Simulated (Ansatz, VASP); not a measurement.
## LiF: VASP beside Ansatz

File INCAR:

```
PREC     = Accurate       # precision mode
ENCUT    = 520            # plane-wave cutoff, eV
EDIFF    = 1E-6           # SCF threshold, eV
ISMEAR   = 0              # smearing method
SIGMA    = 0.05           # smearing width, eV
LREAL    = F              # projectors in reciprocal space
LASPH    = T              # aspherical terms in the spheres
NELM     = 60             # most SCF steps
ALGO     = Normal         # electronic algorithm
ISIF     = 2              # what is computed and relaxed
LWAVE    = F              # write WAVECAR
LCHARG   = F              # write CHGCAR
GGA      = CA             # functional
NBANDS   = 18             # bands
```

Contents of KPOINTS:

```
Automatic mesh
0
Gamma
  9 9 6
```

File POSCAR:

```
LiF
1.0
    2.9533413869      0.0000000000      0.0000000000
   -1.4766706934      2.5576686671      0.0000000000
    0.0000000000      0.0000000000      4.9043187070
Li F
2 2
Direct
    0.3333333333      0.6666666667      0.3839784076
    0.6666666667      0.3333333333      0.8839784076
    0.3333333333      0.6666666667      0.9910195924
    0.6666666667      0.3333333333      0.4910195924
```

Input for Ansatz:

```yaml
crystal:
  lattice:
    - [2.9533413869, 0.0, 0.0]
    - [-1.4766706934, 2.5576686671, 0.0]
    - [0.0, 0.0, 4.904318707]
  atoms:
    - { symbol: Li, position: [0.3333333333, 0.6666666667, 0.3839784076] }
    - { symbol: Li, position: [0.6666666667, 0.3333333333, 0.8839784076] }
    - { symbol: F, position: [0.3333333333, 0.6666666667, 0.9910195924] }
    - { symbol: F, position: [0.6666666667, 0.3333333333, 0.4910195924] }
basis:
  ecutwfc: 520.0
kpoints:
  mp_grid: { grid: [9, 9, 6] }
hamiltonian:
  xc: lda
scf:
  occupations: { method: gaussian, width: 0.05 }
output:
  forces: true
  stress: true
  eigenvalues: true
```

Alike in both runs: task single point; functional LDA; k mesh 9 × 9 × 6; occupations gaussian, width 0.05 eV; no spin polarisation.

```csv
,VASP,Ansatz
version,VASP 6.6.1,Ansatz 0.2.0
potentials or method,"VASP PAW LDA potentials, release 64 (Li_sv, F), cutoff 520 eV","scalar-relativistic, plane waves, PAW"
valence electrons in the cell,20,20
```

|  | VASP | Ansatz | Ansatz less VASP |
| --- | --- | --- | --- |
| gap on the k mesh at the Fermi level (eV) | 7.90 | 7.91 | +0.016 |
| least direct gap on the mesh (eV) | 7.90 | 7.91 | +0.016 |
| rms of the force components (eV/Å) | 0.166 | 0.164 | -0.0018 |

LDA's correlation is that of Perdew and Zunger in VASP and of Perdew and Wang (1992) in Ansatz. Atom by atom the forces differ by 0.002 eV/Å (rms over components).

Noted on VASP's run: the cutoff is short for stress, so the pressure is rough.
